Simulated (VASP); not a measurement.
Wanted: the native input for a VASP 6.6.1 run.

```yaml
Task: single point
Functional: PBE
Potentials_or_basis: VASP PAW PBE potentials, release 64 (Ga_d, Sn_d, O)
Cutoff: 520 eV
k_mesh: 6 × 6 × 6
Occupations: gaussian, width 0.1 eV
Spin: no spin polarisation
Dipole_correction: no
Further_INCAR_settings: ALGO = Normal; EDIFF = 1e-06; NBANDS = 38
```

The structure of Ga2SnO3 lies in POSCAR:

```
Ga2SnO3
1.0
    2.9734424170      1.7167177788      2.8223740967
   -2.9734424170      1.7167177788      2.8223740967
    0.0000000000     -3.4334355609      2.8223740947
Ga Sn O
2 1 3
Direct
    0.6608125252      0.6608125252      0.6608125252
    0.3391874748      0.3391874748      0.3391874748
    0.0000000000      0.0000000000      0.0000000000
    0.0000000000      0.5000000000      0.0000000000
    0.5000000000      0.0000000000      0.0000000000
    0.0000000000      0.0000000000      0.5000000000
```

The input as run:

INCAR

```
SYSTEM = Ga2SnO3
ALGO = Normal ; EDIFF = 1E-6
ENCUT = 520 ; GGA = PE
ISIF = 2 ; ISMEAR = 0
LASPH = .TRUE. ; LCHARG = .FALSE.
LREAL = .FALSE. ; LWAVE = .FALSE.
NBANDS = 38 ; NELM = 80
PREC = Accurate ; SIGMA = 0.1
```

KPOINTS

```
k-points
0
G
  6 6 6
  0 0 0
```

Potentials or basis: VASP PAW PBE potentials, release 64 (Ga_d, Sn_d, O).

Command:

```console
$ cat potpaw_PBE.64/Ga_d/POTCAR potpaw_PBE.64/Sn_d/POTCAR potpaw_PBE.64/O/POTCAR > POTCAR
$ mpirun -np 1 vasp_std > vasp.out
```

It gave:

The pressure is 0.4 GPa. The largest force is 0.038 eV/Å and the band gap on the k mesh is zero (band 29 reaches 7.12 eV, above the bottom of band 30 at 5.41 eV).

Caveat: spin-orbit coupling is left out, which moves the levels of the heavy elements.

Run time: 35 s on 1 thread of Intel(R) Xeon(R) 6975P-C (Granite Rapids) (shared host), peak memory 0.25 GiB.
